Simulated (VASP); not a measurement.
# Ru (Im-3m) in VASP: a series of runs, part 2 of 2

VASP 6.6.1. Earlier steps stand in the parts before.

## 4. Relaxation of cell and atoms, PBE

This run uses another cell than the first one, of 13.77 Å³/atom, 0.967 times its volume.

INCAR reads:

```
  PREC = Accurate
  ENCUT = 600
  EDIFF = 1E-6
  ISMEAR = -1
  SIGMA = 0.05
  LREAL = F
  LASPH = T
  NELM = 80
  ALGO = Normal
  ISIF = 3
  LWAVE = F
  LCHARG = F
  GGA = PE
  IBRION = 2
  NSW = 60
  EDIFFG = -0.005
```

KPOINTS reads:

```
Automatic mesh
0
Gamma
  19 19 19
```

POSCAR reads:

```
Ru
1.0
   -1.5098609582      1.5098609582      1.5098609582
    1.5098609582     -1.5098609582      1.5098609582
    1.5098609582      1.5098609582     -1.5098609582
Ru
1
Direct
    0.0000000000      0.0000000000      0.0000000000
```

Potentials or basis: VASP PAW PBE potentials, release 64 (Ru_pv).

Launch:

```console
$ cat potpaw_PBE.64/Ru_pv/POTCAR > POTCAR
$ mpirun -np 1 vasp_std > vasp.out
```

OUTCAR:

```text
PREC = Accurate
   ENCUT = 600
   EDIFF = 1E-6
   ISMEAR = -1
   LREAL = F
   LASPH = T
   NELM = 80
   ISIF = 3
   GGA = PE
   IBRION = 2
   NSW = 60
   EDIFFG = -0.005

 ion  position               nearest neighbor table
   1  0.000  0.000  0.000-

  LATTYP: Found a body centered cubic cell.
 ALAT       =     3.0197219164

  Lattice vectors:

 A1 = (  -1.5098609582,   1.5098609582,   1.5098609582)
 A2 = (   1.5098609582,  -1.5098609582,   1.5098609582)
 A3 = (   1.5098609582,   1.5098609582,  -1.5098609582)

Analysis of symmetry for initial positions (statically):
=====================================================================
 Subroutine PRICEL returns:
 Original cell was already a primitive cell.

 Routine SETGRP: Setting up the symmetry group for a
 body centered cubic supercell.

 Subroutine GETGRP returns: Found 48 space group operations
 (whereof 48 operations were pure point group operations)
 out of a pool of 48 trial point group operations.

The static configuration has the point symmetry O_h .

Analysis of symmetry for dynamics (positions and initial velocities):
=====================================================================
 Subroutine PRICEL returns:
 Original cell was already a primitive cell.

 Routine SETGRP: Setting up the symmetry group for a
 body centered cubic supercell.

 Subroutine GETGRP returns: Found 48 space group operations
 (whereof 48 operations were pure point group operations)
 out of a pool of 48 trial point group operations.

The dynamic configuration has the point symmetry O_h .

 Subroutine INISYM returns: Found 48 space group operations
 (whereof 48 operations are pure point group operations),
 and found     1 'primitive' translations

----------------------------------------------------------------------------------------

                                     Primitive cell

  volume of cell :      13.7680

  direct lattice vectors                    reciprocal lattice vectors
    -1.509860958  1.509860958  1.509860958     0.000000000  0.331156321  0.331156321
     1.509860958 -1.509860958  1.509860958     0.331156321  0.000000000  0.331156321
     1.509860958  1.509860958 -1.509860958     0.331156321  0.331156321  0.000000000

  length of vectors
     2.615155892  2.615155892  2.615155892     0.468325760  0.468325760  0.468325760

  position of ions in fractional coordinates (direct lattice)
     0.000000000  0.000000000  0.000000000

  ion indices of the primitive-cell ions
   primitive index   ion index
                 1           1

----------------------------------------------------------------------------------------

 KPOINTS: Automatic mesh

Automatic generation of k-mesh.
 Grid dimensions read from file:
 generate k-points for:   19   19   19

 Generating k-lattice:

  Cartesian coordinates                     Fractional coordinates (reciprocal lattice)
     0.000000000  0.017429280  0.017429280     0.052631579  0.000000000  0.000000000
     0.017429280  0.000000000  0.017429280     0.000000000  0.052631579  0.000000000
     0.017429280  0.017429280  0.000000000     0.000000000  0.000000000  0.052631579

  Length of vectors
[... 59 lines left out ...]
   IBRION =      2    ionic relax: 0-MD 1-quasi-New 2-CG
   NFREE  =      1    steps in history (QN), initial steepest desc. (CG)
   ISIF   =      3    stress and relaxation
   ISYM   =      2    0-nonsym 1-usesym 2-fastsym
   POTIM  = 0.5000    time-step for ionic-motion
   TEBEG  =    0.0;   TEEND  =   0.0 temperature during run
   PSTRESS=    0.0 pullay stress
   NELECT =      14.0000    total number of electrons
   NUPDOWN=      -1.0000    fix difference up-down
   EMIN   =  10.00;   EMAX   =-10.00  energy-range for DOS
   EFERMI =   0.00;   METHOD = LEGACY
   ISMEAR =    -1;   SIGMA  =   0.05  broadening in eV -4-tet -1-fermi 0-gaus
   EFERMI_NEDOS =   21; number of points for ismear=-14 and -15
   IALGO  =     38    algorithm
   IMIX   =      4    mixing-type and parameters
     AMIX     =   0.40;   BMIX     =  1.00
     AMIX_MAG =   1.60;   BMIX_MAG =  1.00
  volume/ion in A,a.u.               =      13.77        92.91
  Fermi-wavevector in a.u.,A,eV,Ry     =   1.646243  3.110948 36.873358  2.710115
  Thomas-Fermi vector in A             =   2.735904
   LORBIT       =      0    0 simple, 1 ext, 2 COOP (PROOUT), +10 PAW based schemes
   GGA     = PE    functional components
   LHFCALC =     F    Hartree Fock is set to
   AEXX    =    0.0000 exact exchange contribution
   IVDW    =     0    specifies the selected vdW correction
   LEPSILON=     F    determine dielectric tensor
   LRPA    =     F    only Hartree local field effects (RPA)
 conjugate gradient relaxation of ions
 non-spin polarized calculation
  energy-cutoff  :      600.00
  volume of cell :       13.77
 maximum number of plane-waves:       472
 NGX is ok and might be reduce to    24
   NGX = 11   NGY = 11   NGZ = 11

--------------------------------------- Ionic step        1  -------------------------------------------

 number of electron      13.9999997 magnetization

 Free energy of the ion-electron system (eV)
  ---------------------------------------------------
  ext. energy  EPLUGINS =         0.00000000
  ---------------------------------------------------
  free energy    TOTEN  =        -8.60105335 eV

  energy without entropy =       -8.58480912  energy(sigma->0) =       -8.59293123

------------------------ aborting loop because EDIFF is reached ----------------------------------------

  FORCE on cell =-STRESS in cart. coord.  units (eV):
  Direction    XX          YY          ZZ          XY          YZ          ZX
  --------------------------------------------------------------------------------------
  -------------------------------------------------------------------------------------
  Total        0.8561567      0.8561567      0.8561567     -0.0000000      0.0000000      0.0000000
  in kB       99.6306520     99.6306520     99.6306520     -0.0000000      0.0000000      0.0000000
  external PRESSURE =      99.6306520 kB  Pullay stress =       0.0000000 kB
[... 86 lines left out ...]
  FREE ENERGIE OF THE ION-ELECTRON SYSTEM (eV)
  ---------------------------------------------------
  free  energy   TOTEN  =        -8.6147932164 eV

  energy  without entropy=       -8.5976608960  energy(sigma->0) =       -8.60622706

[... ionic steps 4 to 14 ...]

--------------------------------------- Ionic step       15  -------------------------------------------

 number of electron      14.0000001 magnetization

------------------------ aborting loop because EDIFF is reached ----------------------------------------
[... 65 lines left out ...]
--------------------------------------- Ionic step       17  -------------------------------------------

 number of electron      14.0000001 magnetization

 Free energy of the ion-electron system (eV)
  ---------------------------------------------------
  ext. energy  EPLUGINS =         0.00000000
  ---------------------------------------------------
  free energy    TOTEN  =        -8.61481281 eV

  energy without entropy =       -8.59771265  energy(sigma->0) =       -8.60626273

 E-fermi :  12.1729     XC(G=0): -13.8198

 val. band max:       12.1605374766   @ k =   0.2105   0.0000   0.0000
 cond. band min:      12.1743032600   @ k =   0.3158   0.2105   0.0526
 fundamental gap:      0.0137657834
 Fermi energy:        12.1728752756

 k-point     1 :       0.0000    0.0000    0.0000
  band No.  band energies     occupation
      1     -30.3936      2.00000
      2     -30.3936      2.00000
      3     -30.3936      2.00000
      4       4.2970      2.00000
      5       9.4308      2.00000
      6       9.4308      2.00000
      7       9.4308      2.00000
      8      12.0752      1.75178
      9      12.0752      1.75178
     10      22.7313      0.00000
     11      29.2956      0.00000
[... 309 lines left out ...]
 k-point    24 :       0.3158    0.1053   -0.0000
  band No.  band energies     occupation
      1     -31.1643      2.00000
      2     -30.6712      2.00000
      3     -30.4324      2.00000
      4       6.6694      2.00000
      5       8.0431      2.00000
      6      10.3829      2.00000
      7      11.8226      1.99819
      8      12.6283      0.00022
      9      14.3397      0.00000
     10      22.7303      0.00000
     11      24.6830      0.00000

 [... further k-points ...]

------------------------ aborting loop because EDIFF is reached ----------------------------------------

  FORCE on cell =-STRESS in cart. coord.  units (eV):
  Direction    XX          YY          ZZ          XY          YZ          ZX
  --------------------------------------------------------------------------------------
  -------------------------------------------------------------------------------------
  Total        0.0008244      0.0008244      0.0008244      0.0000000      0.0000000      0.0000000
  in kB        0.0928515      0.0928515      0.0928515      0.0000000      0.0000000      0.0000000
  external PRESSURE =       0.0928515 kB  Pullay stress =       0.0000000 kB
[... 16 lines left out ...]
  FREE ENERGIE OF THE ION-ELECTRON SYSTEM (eV)
  ---------------------------------------------------
  free  energy   TOTEN  =        -8.6148128089 eV

  energy  without entropy=       -8.5977126452  energy(sigma->0) =       -8.60626273

 reached required accuracy - stopping structural energy minimisation
```

Run time: 4.1 min. Hardware: 1 thread of AMD EPYC 9R45 (Zen 5), shared host; peak memory 0.15 GiB.

Results:

```yaml
Free_energy: -8.6148 eV
Relaxed_volume: 14.23 Å³/atom
Relaxed_cell: a = 2.644 Å, b = 2.644 Å, c = 2.644 Å, α = 109.47°, β = 109.47°, γ = 109.47°
Space_group_after_relaxing_to_0.05_Å: Im-3m (No. 229)
Energy_gained_by_relaxing: 13.8 meV/atom
Ionic_steps: 17
Pressure_after_relaxing: 0.0 GPa
Band_gap_on_the_k_mesh: zero (band 7 reaches 13.82 eV, above the bottom of band 8 at 10.33 eV)
```

Step by step:
| step | energy change (eV) | largest force (eV/Å) | pressure (GPa) | volume (Å³) |
| --- | --- | --- | --- | --- |
| 1 | 0.0000 | 0.0000 | 9.96 | 13.77 |
| 2 | 0.0764 | 0.0000 | -20.07 | 15.55 |
| 3 | -0.0137 | 0.0000 | -0.28 | 14.24 |
| 4 | -0.0138 | 0.0000 | -0.06 | 14.23 |
| 5 | -0.0138 | 0.0000 | 0.12 | 14.22 |
| 6 | -0.0138 | 0.0000 | 0.13 | 14.22 |
| 7 | -0.0138 | 0.0000 | 0.15 | 14.22 |
| 8 | -0.0138 | 0.0000 | 0.10 | 14.22 |
| 9 | -0.0138 | 0.0000 | 0.10 | 14.22 |
| 10 | -0.0138 | 0.0000 | 0.10 | 14.22 |
| 11 | -0.0138 | 0.0000 | 0.10 | 14.22 |
| 12 | -0.0138 | 0.0000 | 0.10 | 14.22 |
| 13 | -0.0138 | 0.0000 | 0.10 | 14.22 |
| 14 | -0.0138 | 0.0000 | 0.11 | 14.22 |
| 15 | -0.0138 | 0.0000 | 0.12 | 14.22 |
| 16 | -0.0138 | 0.0000 | 0.06 | 14.22 |
| 17 | -0.0138 | 0.0000 | 0.01 | 14.23 |

Final structure:
```cif
data_structure
_symmetry_space_group_name_H-M 'P 1'
_symmetry_Int_Tables_number 1
_cell_length_a 2.6438
_cell_length_b 2.6438
_cell_length_c 2.6438
_cell_angle_alpha 109.471
_cell_angle_beta 109.471
_cell_angle_gamma 109.471
_cell_volume 14.23
loop_
_atom_site_label
_atom_site_type_symbol
_atom_site_fract_x
_atom_site_fract_y
_atom_site_fract_z
_atom_site_occupancy
Ru1 Ru 0.00000 0.00000 0.00000 1
```

## 5. Relaxation of cell and atoms, PBE

INCAR reads:

```
PREC = Accurate ; ENCUT = 600
EDIFF = 1E-6 ; ISMEAR = -1
SIGMA = 0.05 ; LREAL = F
LASPH = T ; NELM = 80
ALGO = Normal ; ISIF = 3
LWAVE = F ; LCHARG = F
GGA = PE ; IBRION = 2
NSW = 45 ; EDIFFG = -0.005
```

KPOINTS reads:

```
regular mesh
0
Gamma
  19 19 19
```

POSCAR reads:

```
Ru
1.0
   -1.5267235061      1.5267235061      1.5267235061
    1.5267235061     -1.5267235061      1.5267235061
    1.5267235061      1.5267235061     -1.5267235061
Ru
1
Direct
    0.0000000000      0.0000000000      0.0000000000
```

Potentials or basis: VASP PAW PBE potentials, release 64 (Ru_pv).

Launch:

```console
$ cat potpaw_PBE.64/Ru_pv/POTCAR > POTCAR
$ mpirun -np 1 vasp_std > vasp.out
```

OUTCAR:

```text
PREC = Accurate
   ENCUT = 600
   EDIFF = 1E-6
   ISMEAR = -1
   LREAL = F
   LASPH = T
   NELM = 80
   ISIF = 3
   GGA = PE
   IBRION = 2
   NSW = 45
   EDIFFG = -0.005

 ion  position               nearest neighbor table
   1  0.000  0.000  0.000-

  LATTYP: Found a body centered cubic cell.
 ALAT       =     3.0534470122

  Lattice vectors:

 A1 = (  -1.5267235061,   1.5267235061,   1.5267235061)
 A2 = (   1.5267235061,  -1.5267235061,   1.5267235061)
 A3 = (   1.5267235061,   1.5267235061,  -1.5267235061)

Analysis of symmetry for initial positions (statically):
=====================================================================
 Subroutine PRICEL returns:
 Original cell was already a primitive cell.

 Routine SETGRP: Setting up the symmetry group for a
 body centered cubic supercell.

 Subroutine GETGRP returns: Found 48 space group operations
 (whereof 48 operations were pure point group operations)
 out of a pool of 48 trial point group operations.

The static configuration has the point symmetry O_h .

Analysis of symmetry for dynamics (positions and initial velocities):
=====================================================================
 Subroutine PRICEL returns:
 Original cell was already a primitive cell.

 Routine SETGRP: Setting up the symmetry group for a
 body centered cubic supercell.

 Subroutine GETGRP returns: Found 48 space group operations
 (whereof 48 operations were pure point group operations)
 out of a pool of 48 trial point group operations.

The dynamic configuration has the point symmetry O_h .

 Subroutine INISYM returns: Found 48 space group operations
 (whereof 48 operations are pure point group operations),
 and found     1 'primitive' translations

----------------------------------------------------------------------------------------

                                     Primitive cell

[... 128 lines left out ...]

 number of electron      14.0000001 magnetization

 Free energy of the ion-electron system (eV)
  ---------------------------------------------------
  ext. energy  EPLUGINS =         0.00000000
  ---------------------------------------------------
  free energy    TOTEN  =        -8.61533673 eV

  energy without entropy =       -8.59822071  energy(sigma->0) =       -8.60677872

------------------------ aborting loop because EDIFF is reached ----------------------------------------

  FORCE on cell =-STRESS in cart. coord.  units (eV):
  Direction    XX          YY          ZZ          XY          YZ          ZX
  --------------------------------------------------------------------------------------
  -------------------------------------------------------------------------------------
  Total       -0.0137466     -0.0137466     -0.0137466     -0.0000000      0.0000000     -0.0000000
  in kB       -1.5472595     -1.5472595     -1.5472595     -0.0000000      0.0000000     -0.0000000
  external PRESSURE =      -1.5472595 kB  Pullay stress =       0.0000000 kB
[... 92 lines left out ...]
--------------------------------------- Ionic step        4  -------------------------------------------

 number of electron      14.0000001 magnetization

 Free energy of the ion-electron system (eV)
  ---------------------------------------------------
  ext. energy  EPLUGINS =         0.00000000
  ---------------------------------------------------
  free energy    TOTEN  =        -8.61534092 eV

  energy without entropy =       -8.59823554  energy(sigma->0) =       -8.60678823

 E-fermi :  12.1693     XC(G=0): -13.8186

 val. band max:       12.1570275042   @ k =   0.2105   0.0000   0.0000
 cond. band min:      12.1707431188   @ k =   0.3158   0.2105   0.0526
 fundamental gap:      0.0137156146
 Fermi energy:        12.1693252407

 k-point     1 :       0.0000    0.0000    0.0000
  band No.  band energies     occupation
      1     -30.3971      2.00000
      2     -30.3971      2.00000
      3     -30.3971      2.00000
      4       4.2946      2.00000
      5       9.4280      2.00000
      6       9.4280      2.00000
      7       9.4280      2.00000
      8      12.0717      1.75143
      9      12.0717      1.75143
     10      22.7284      0.00000
     11      29.2918      0.00000
[... 309 lines left out ...]
 k-point    24 :       0.3158    0.1053    0.0000
  band No.  band energies     occupation
      1     -31.1674      2.00000
      2     -30.6746      2.00000
      3     -30.4360      2.00000
      4       6.6672      2.00000
      5       8.0408      2.00000
      6      10.3797      2.00000
      7      11.8192      1.99818
      8      12.6246      0.00022
      9      14.3355      0.00000
     10      22.7274      0.00000
     11      24.6771      0.00000

 [... further k-points ...]

------------------------ aborting loop because EDIFF is reached ----------------------------------------

  FORCE on cell =-STRESS in cart. coord.  units (eV):
  Direction    XX          YY          ZZ          XY          YZ          ZX
  --------------------------------------------------------------------------------------
  -------------------------------------------------------------------------------------
  Total       -0.0032565     -0.0032565     -0.0032565      0.0000000      0.0000000     -0.0000000
  in kB       -0.3666786     -0.3666786     -0.3666786      0.0000000      0.0000000     -0.0000000
  external PRESSURE =      -0.3666786 kB  Pullay stress =       0.0000000 kB
[... 16 lines left out ...]
  FREE ENERGIE OF THE ION-ELECTRON SYSTEM (eV)
  ---------------------------------------------------
  free  energy   TOTEN  =        -8.6153409246 eV

  energy  without entropy=       -8.5982355351  energy(sigma->0) =       -8.60678823

 reached required accuracy - stopping structural energy minimisation
```

CONTCAR:

```text
Ru
   1.00000000000000
    -1.5265233855169291    1.5265233855169291    1.5265233855169291
     1.5265233855169291   -1.5265233855169291    1.5265233855169291
     1.5265233855169291    1.5265233855169291   -1.5265233855169291
  Ru
     1
Direct
     0.0000000000000000    0.0000000000000000    0.0000000000000000

  0.00000000E+00  0.00000000E+00  0.00000000E+00
```

Wall time 75 s (1 thread of AMD EPYC 9R45 (Zen 5), shared host); peak memory 0.14 GiB.

What came out:

- Free energy: -8.6153 eV
- Relaxed volume: 14.23 Å³/atom
- Relaxed cell: a = 2.644 Å, b = 2.644 Å, c = 2.644 Å, α = 109.47°, β = 109.47°, γ = 109.47°
- Space group after relaxing (to 0.05 Å): Im-3m (No. 229)
- Energy gained by relaxing: 0.0 meV/atom
- Ionic steps: 4
- Pressure after relaxing: 0.0 GPa
- Band gap on the k mesh: zero (band 7 reaches 13.81 eV, above the bottom of band 8 at 10.33 eV)

Final structure:
```
CELL_PARAMETERS angstrom
-1.52652 1.52652 1.52652
1.52652 -1.52652 1.52652
1.52652 1.52652 -1.52652
ATOMIC_POSITIONS crystal
Ru 0.00000 0.00000 0.00000
```

## 6. Overview

| task | cell | cutoff (eV) | gap on the mesh (eV) | pressure (GPa) | relaxed volume (Å³/atom) |
| --- | --- | --- | --- | --- | --- |
| single point | a = 2.644 Å, angles 109.5°, 1 atom | 520 | none | -0.1 | - |
| single point | a = 2.669 Å, angles 109.5°, 1 atom | 520 | none | -7.5 | - |
| relaxation of cell and atoms | relaxed from a = 2.615 Å, angles 109.5°, 1 atom | 600 | none | 0.0 | 14.23 |
| relaxation of cell and atoms | relaxed from a = 2.644 Å, angles 109.5°, 1 atom | 600 | none | 0.0 | 14.23 |

Alike in all rows: level PBE; potentials or basis VASP PAW PBE potentials, release 64 (Ru_pv); no spin polarisation; k mesh 19 × 19 × 19; smearing fermi-dirac 0.05 eV.

Total energies depend on the potentials used, so only differences within one code and one set of settings carry meaning.
